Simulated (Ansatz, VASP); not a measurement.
## In in VASP and in Ansatz

INCAR

```
SYSTEM = In
PREC     = Accurate       ! precision mode
ENCUT    = 520            ! plane-wave cutoff, eV
EDIFF    = 1E-7           ! SCF threshold, eV
ISMEAR   = -1             ! smearing method
SIGMA    = 0.05           ! smearing width, eV
LREAL    = .FALSE.        ! projectors in reciprocal space
LASPH    = .TRUE.         ! aspherical terms in the spheres
NELM     = 80             ! most SCF steps
ALGO     = Normal         ! electronic algorithm
ISIF     = 2              ! what is computed and relaxed
LWAVE    = .FALSE.        ! write WAVECAR
LCHARG   = .FALSE.        ! write CHGCAR
NBANDS   = 12             ! bands
```

KPOINTS

```
regular mesh
0
G
  6 6 6
  0 0 0
```

Contents of POSCAR:

```
In
1.0
   -1.8825252400      1.8825252400      1.8825252400
    1.8825252400     -1.8825252400      1.8825252400
    1.8825252400      1.8825252400     -1.8825252400
In
1
Direct
    0.0000000000      0.0000000000      0.0000000000
```

The input input.yaml:

```yaml
crystal:
  lattice:
    - [-1.88252524, 1.88252524, 1.88252524]
    - [1.88252524, -1.88252524, 1.88252524]
    - [1.88252524, 1.88252524, -1.88252524]
  atoms:
    - { symbol: In, position: [0.0, 0.0, 0.0] }
hamiltonian:
  xc: lda
  pseudopotentials: { kind: paw }
kpoints:
  mp_grid: { grid: [6, 6, 6] }
scf:
  occupations: { method: fermi_dirac, width: 0.05 }
  n_extra_bands: 6
output:
  forces: true
  stress: true
  eigenvalues: true
  dos: { projected: true, de: 0.05, nscf_kmesh: { grid: [9, 9, 9] } }
```

Alike in both runs: functional LDA; k mesh 6 × 6 × 6; occupations fermi-dirac, width 0.05 eV; no spin polarisation.

|  | VASP | Ansatz |
| --- | --- | --- |
| version | VASP 6.6.1 | Ansatz 0.2.0 |
| potentials or method | VASP PAW LDA potentials, release 64 (In_d) | Ansatz PAW |
| plane-wave cutoff (eV) | 520 | 420 |
| valence electrons in the cell | 13 | 13 |
| task | single point | projected density of states |

```tsv
	VASP	Ansatz	Ansatz less VASP
gap on the k mesh at the Fermi level (eV)	none	none	-
pressure (GPa)	-3.7	-3.7	-0.01
```

LDA's correlation is that of Perdew and Zunger in VASP and of Perdew and Wang (1992) in Ansatz. A gap of «none» marks a metal or a gap that the smearing closes.

The k mesh is coarse, so the values compare programs but aren't converged.
